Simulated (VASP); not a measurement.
Runs of VASP 6.6.1 on Y3AlN4. The structure is that of space group Pm-3m (No. 221), or close to it. The cells are those of the table. 

| task | spin | cell | k mesh | cutoff (eV) | gap on the mesh (eV) | pressure (GPa) | relaxed volume (Å³/atom) |
| --- | --- | --- | --- | --- | --- | --- | --- |
| single point | collinear, ferromagnetic start | a = 5.040 Å, 8 atoms | 4 × 4 × 4 | 520 | none | -18.3 | - |
| relaxation of cell and atoms | off | relaxed from a = 5.040 Å, 8 atoms | 4 × 4 × 4 | 600 | none | -0.4 | 13.67 |
| single point | off | a = 4.780 Å, 8 atoms | 8 × 8 × 8 | 520 | none | -0.2 | - |
| relaxation of cell and atoms | off | relaxed from a = 4.782 Å, 8 atoms | 8 × 8 × 8 | 600 | none | 0.0 | (a) |
| single point | off | a = 5.040 Å, 8 atoms | 4 × 4 × 4 | 520 | none | -18.3 | - |

Alike in all rows: level PBE; potentials or basis VASP PAW PBE potentials, release 64 (Y_sv, Al, N); smearing gaussian 0.1 eV.

Task: Fill in the values left out.

Result: (a) 13.63.

A k mesh can miss the band edges, and the runs leave out spin-orbit coupling on Y.

A gap of «none» marks levels without a gap at the run's occupations.
